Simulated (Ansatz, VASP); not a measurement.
# TaN: VASP beside Ansatz

File INCAR:

```
SYSTEM = TaN
ALGO = Normal ; EDIFF = 1E-6
ENCUT = 520 ; GGA = PS
ISIF = 2 ; ISMEAR = -1
LASPH = .True. ; LCHARG = .False.
LREAL = .False. ; LWAVE = .False.
NBANDS = 24 ; NELM = 60
PREC = Accurate ; SIGMA = 0.01
```

Contents of KPOINTS:

```
k-points
0
Gamma
  9 9 5
  0 0 0
```

POSCAR

```
TaN
1.0
    3.0805011014      0.0000000000      0.0000000000
   -1.5402505508      2.6677922103      0.0000000000
    0.0000000000      0.0000000000      4.9400000000
Ta N
2 2
Direct
    0.3333333333      0.6666666667      0.0000000000
    0.6666666667      0.3333333333      0.5000000000
    0.3333333333      0.6666666667      0.3850000000
    0.6666666667      0.3333333333      0.8850000000
```

Input for Ansatz:

```yaml
crystal:
  lattice:
    - [3.0805011014, 0.0, 0.0]
    - [-1.5402505508, 2.6677922103, 0.0]
    - [0.0, 0.0, 4.94]
  atoms:
    - { symbol: Ta, position: [0.3333333333, 0.6666666667, 0.0] }
    - { symbol: Ta, position: [0.6666666667, 0.3333333333, 0.5] }
    - { symbol: "N", position: [0.3333333333, 0.6666666667, 0.385] }
    - { symbol: "N", position: [0.6666666667, 0.3333333333, 0.885] }
kpoints:
  mp_grid: { grid: [9, 9, 5] }
  band_path:
    path:
      - [0.0, 0.0, 0.0]
      - [0.5, 0.0, 0.0]
      - [0.3333333333, 0.3333333333, 0.0]
      - [0.0, 0.0, 0.0]
      - [0.0, 0.0, 0.5]
      - [0.5, 0.0, 0.5]
      - [0.3333333333, 0.3333333333, 0.5]
      - [0.0, 0.0, 0.5]
      - [0.5, 0.0, 0.5]
    npoints: 5
scf:
  occupations: { method: fermi_dirac, width: 0.01 }
hamiltonian:
  xc: pbesol
  pseudopotentials: { kind: all_electron, lapw: { basis_error: 0.001 } }
output:
  forces: true
  stress: true
  eigenvalues: true
```

Change from the starting cell: equal xx and yy strain of +1 %.

Alike in both runs: task single point; functional PBEsol; k mesh 9 × 9 × 5; occupations fermi-dirac, width 0.01 eV; no spin polarisation.

|  | VASP | Ansatz |
| --- | --- | --- |
| version | VASP 6.6.1 | Ansatz 0.2.0 |
| potentials or method | VASP PAW PBE potentials, release 64 (Ta_pv, N), cutoff 520 eV | all-electron LAPW, scalar-relativistic |

|  | VASP | Ansatz | Ansatz less VASP |
| --- | --- | --- | --- |
| pressure (GPa) | 115.0 | 109.8 | -5.20 |
| traceless stress, the component that is largest in VASP (GPa) | -12.14 | -11.69 | +0.444 |
| rms of the force components (eV/Å) | 0.985 | 0.968 | -0.0167 |

VASP's potentials were made for PBE, not for PBEsol. Atom by atom the forces differ by 0.017 eV/Å (rms over components). Both programs put the cell under a high pressure, so it lies far from rest at this level. Ansatz ran all-electron here, and VASP with PAW potentials.

Spin-orbit coupling is off throughout. Noted on VASP's run: the cell as given lies far from equilibrium.
